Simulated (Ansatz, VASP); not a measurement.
# MgS: VASP beside Ansatz

The input INCAR:

```
SYSTEM = MgS
PREC = Accurate ; ENCUT = 520
EDIFF = 1E-6 ; ISMEAR = 0
SIGMA = 0.05 ; LREAL = .FALSE.
LASPH = .TRUE. ; NELM = 60
ALGO = Normal ; ISIF = 2
LWAVE = .FALSE. ; LCHARG = .TRUE.
GGA = PE ; LELF = .TRUE.
LVHAR = .TRUE. ; NBANDS = 11
```

File KPOINTS:

```
regular mesh
0
G
  8 8 8
  0 0 0
```

POSCAR

```
MgS
1.0
    0.0000000000      2.8097820000      2.8097820000
    2.8097820000      0.0000000000      2.8097820000
    2.8097820000      2.8097820000      0.0000000000
Mg S
1 1
Direct
    0.0000000000      0.0000000000      0.0000000000
    0.5000000000      0.5000000000      0.5000000000
```

Input for Ansatz:

```yaml
crystal:
  lattice:
    - [0.0, 2.809782, 2.809782]
    - [2.809782, 0.0, 2.809782]
    - [2.809782, 2.809782, 0.0]
  atoms:
    - { symbol: Mg, position: [0.0, 0.0, 0.0] }
    - { symbol: S, position: [0.5, 0.5, 0.5] }
basis:
  ecutwfc: 420
kpoints:
  mp_grid: { grid: [8, 8, 8] }
hamiltonian:
  xc: pbe
scf:
  occupations: { method: gaussian, width: 0.05 }
output:
  forces: true
  stress: true
  eigenvalues: true
```

Change from the starting cell: strain +0.080 along x and y, +0.080 along z, atoms carried along.

Alike in both runs: task single point; functional PBE; k mesh 8 × 8 × 8; occupations gaussian, width 0.05 eV; no spin polarisation.

```csv
,VASP,Ansatz
version,VASP 6.6.1,Ansatz 0.2.0
potentials or method,"VASP PAW PBE potentials, release 64 (Mg, S), cutoff 520 eV","scalar-relativistic, plane waves, PAW"
valence electrons in the cell,8,16
```

Ansatz gave:

* gap on the k mesh at the Fermi level (eV): 2.16
* least direct gap on the mesh (eV): 2.16
* pressure (GPa): -10.3

**Question.** What did VASP give for the same quantities?

**Answer.** gap on the k mesh at the Fermi level (eV): 2.14; least direct gap on the mesh (eV): 2.14; pressure (GPa): -10.5.

The functional is the same, so the differences come from potentials, cutoffs and numerics. VASP's potentials hold 8 valence electrons a cell and Ansatz's 16, so a difference there can come from the potentials and not from the codes.
